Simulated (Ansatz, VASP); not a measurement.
**Two plane-wave programs on W**

```xyz
2
Lattice="2.7698 0.0000 0.0000 -1.3849 2.3987 0.0000 0.0000 0.0000 4.9551" Properties=species:S:1:pos:R:3 pbc="T T T"
W     0.0000    1.5992    3.7163
W     1.3849    0.7996    1.2388
```

Alike in both runs: functional PBE; k mesh 8 × 8 × 4; occupations gaussian, width 0.05 eV; no spin polarisation.

Ansatz relaxed the structure, and its values are those at the end. VASP's run is a single point on that final structure, the one shown.

|  | VASP | Ansatz |
| --- | --- | --- |
| version | VASP 6.6.1 | Ansatz 0.2.0 |
| potentials or method | VASP PAW PBE potentials, release 64 (W_sv), cutoff 520 eV | scalar-relativistic, plane waves, PAW |
| valence electrons in the cell | 28 | 28 |

|  | VASP | Ansatz | Ansatz less VASP |
| --- | --- | --- | --- |
| pressure (GPa) | 0.5 | 0.0 | -0.54 |

Spin-orbit coupling is off throughout.
